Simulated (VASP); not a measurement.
Here is a VASP 6.6.1 calculation.

Contents of POSCAR:

```
TlCl
1.0
    3.8338855327      0.0000000000      0.0000000000
    0.0000000000      3.8338855327      0.0000000000
    0.0000000000      0.0000000000      3.8338855327
Tl Cl
1 1
Direct
    0.0000000000      0.0000000000      0.0000000000
    0.5000000000      0.5000000000      0.5000000000
```

The input INCAR.step1:

```
  ALGO = Normal
  EDIFF = 1E-5
  ENCUT = 400
  GGA = PE
  GGA_COMPAT = False
  ISIF = 2
  ISMEAR = -1
  LASPH = True
  LCHARG = False
  LREAL = False
  LWAVE = True
  NBANDS = 17
  NELM = 120
  PREC = Accurate
  SIGMA = 0.05
```

The input INCAR.step2:

```
  ALGO = Normal
  EDIFF = 1E-6
  ENCUT = 400
  GGA = PE
  GGA_COMPAT = False
  HFSCREEN = 0.2079
  ISIF = 2
  ISMEAR = -1
  ISTART = 1
  LASPH = True
  LCHARG = False
  LHFCALC = True
  LREAL = False
  LWAVE = False
  NBANDS = 17
  NELM = 120
  PREC = Accurate
  PRECFOCK = Normal
  SIGMA = 0.05
```

KPOINTS

```
k-points
0
Gamma
  4 4 4
```

Potentials or basis: VASP PAW PBE potentials, release 64 (Tl_d, Cl).

The run is started by

```bash
$ cat potpaw_PBE.64/Tl_d/POTCAR potpaw_PBE.64/Cl/POTCAR > POTCAR
$ cp INCAR.step1 INCAR
$ mpirun -np 1 vasp_std > vasp.out
$ cp INCAR.step2 INCAR
$ mpirun -np 1 vasp_std > vasp.out
```

Estimate the band gap on the k mesh.

2.84 eV.

Estimate the pressure.

0.9 GPa.

Caveat: the PAW data sets were made with another functional, which shifts forces and pressure a little; spin-orbit coupling is left out, which moves the levels of the heavy elements. A k mesh can miss the band edges.
